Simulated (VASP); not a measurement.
The system is MoS2.

```
Mo S
1.0
     3.26994    0.00000    0.00000
    -1.63497    2.83185    0.00000
     0.00000    0.00000    6.39554
Mo S
1 2
Direct
  0.00000 0.00000 0.50000
  0.66667 0.33333 0.74468
  0.33333 0.66667 0.25532
```

Base run:

* Program: VASP 6.6.1
* Functional: r2SCAN
* Dispersion: rVV10
* Potentials or basis: VASP PAW PBE potentials, release 64 (Mo_sv, S)
* Cutoff: 520 eV
* k mesh: 9 × 9 × 4
* Occupations: fermi-dirac, width 0.05 eV
* Spin: no spin polarisation

Its results: band gap on the k mesh zero (band 13 reaches 7.00 eV, above the bottom of band 14 at 5.82 eV); pressure -5.9 GPa; largest force 0.452 eV/Å.

**Question.** After a change of settings the same cell gave: band gap on the k mesh zero (band 13 reaches 7.42 eV, above the bottom of band 14 at 6.38 eV); pressure -3.4 GPa; largest force 0.027 eV/Å. Which change was it?
A. functional from r2SCAN to RPBE; dispersion from rVV10 to none
B. functional from r2SCAN to RPBE; dispersion from rVV10 to D3(BJ)
C. functional from r2SCAN to BLYP; dispersion from rVV10 to D4
D. functional from r2SCAN to PBEsol; dispersion from rVV10 to none

**Answer.** C.

Caveats: the PAW data sets were made with another functional, which shifts forces and pressure a little.
